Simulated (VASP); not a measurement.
A run of VASP 6.6.1 is set up as follows.

Contents of INCAR:

```
PREC = Accurate
ENCUT = 520
EDIFF = 1E-6
ISMEAR = 0
SIGMA = 0.05
LREAL = F
LASPH = T
NELM = 60
ALGO = Normal
ISIF = 2
LWAVE = F
LCHARG = T
GGA = PS
LELF = T
LVHAR = T
NBANDS = 17
```

File KPOINTS:

```
regular mesh
0
Gamma
  8 8 8
```

The input POSCAR:

```
SnSe
1.0
    0.0000000000      3.0100000000      3.0702000000
    3.0100000000      0.0000000000      3.0702000000
    3.0100000000      3.0100000000      0.0000000000
Sn Se
1 1
Direct
    0.0000000000      0.0000000000      0.0000000000
    0.5000000000      0.5000000000      0.5000000000
```

Potentials or basis: VASP PAW PBE potentials, release 64 (Sn_d, Se).

Command:

```sh
$ cat potpaw_PBE.64/Sn_d/POTCAR potpaw_PBE.64/Se/POTCAR > POTCAR
$ mpirun -np 1 vasp_std > vasp.out
```

**Question.** Estimate the pressure.

**Answer.** -2.8 GPa.

**Question.** What does it give for the band gap on the k mesh?

**Answer.** 0.58 eV, direct.

Stress tensor (GPa, compression positive):
```
-2.12  0.00  0.00
 0.00 -2.12  0.00
 0.00  0.00 -4.10
```

Caveat: the cell differs from its parent crystal (strain +0.0200 x Voigt [0, 0, 1, 0, 0, 0]); the PAW data sets were made with another functional, which shifts forces and pressure a little; spin-orbit coupling is left out, which moves the levels of the heavy elements. A k mesh can miss the band edges.
